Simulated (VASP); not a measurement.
**Ga2SnO3: single point with PBE**

Ga2SnO3:

```xyz
6
Lattice="3.3368 0.0000 0.0000 -1.6684 2.8898 0.0000 0.0000 0.0000 8.5178" Properties=species:S:1:pos:R:3 pbc="T T T"
Ga    0.0000    1.9265    1.4029
Ga    1.6684    0.9633    7.1150
Sn    0.0000    0.0000    4.2589
O     0.0000    1.9265    5.6644
O     1.6684    0.9633    2.8535
O     0.0000    0.0000    0.0000
```

The cell was generated, and may not be a known phase.

| Item | Value |
| --- | --- |
| Program | VASP 6.6.1 |
| Task | single point |
| Functional | PBE |
| Potentials or basis | VASP PAW PBE potentials, release 64 (Ga_d, Sn_d, O) |
| Cutoff | 520 eV |
| k mesh | 6 × 6 × 2 |
| Occupations | gaussian, width 0.1 eV |
| Spin | no spin polarisation |
| Dipole correction | no |
| Further INCAR settings | ALGO = Normal; EDIFF = 1e-06; NBANDS = 38 |

* Pressure: 2.2 GPa
* Largest force: 0.814 eV/Å
* Band gap on the k mesh: zero (bands 29 and 30 overlap by 1.02 eV)

Forces in eV/Å, atoms in the order of the input:
```
Ga   0.000  0.000 -0.814
Ga   0.000  0.000  0.814
Sn   0.000  0.000  0.000
O    0.000  0.000  0.411
O    0.000  0.000 -0.411
O    0.000  0.000  0.000
```

Stress tensor (GPa, compression positive):
```
 3.42  0.00  0.00
 0.00  3.42  0.00
 0.00  0.00 -0.12
```

Levels at points of the mesh, in eV from the Fermi level:
```
           k point  band 27  band 28  band 29  band 30  band 31  band 32
(0.00, 0.00, 0.00)    -3.05    -3.05    -0.80    -0.69     2.95     3.47
(0.50, 0.00, 0.00)    -3.55    -3.24     0.32     0.37     1.44     2.12
(0.00, 0.00, 0.50)    -3.05    -2.49    -2.47     0.34     1.73     5.90
(0.50, 0.00, 0.50)    -3.39    -1.87    -1.52     0.02     1.83     3.57
```

Run time: 25 s on 1 thread of Intel(R) Xeon(R) 6975P-C (Granite Rapids), on a shared host, peak memory 0.23 GiB.

Caveat: the k points lie up to 0.37 Å⁻¹ apart, too coarse for converged energies and pressures of a metal; spin-orbit coupling is left out, which moves the levels of the heavy elements.
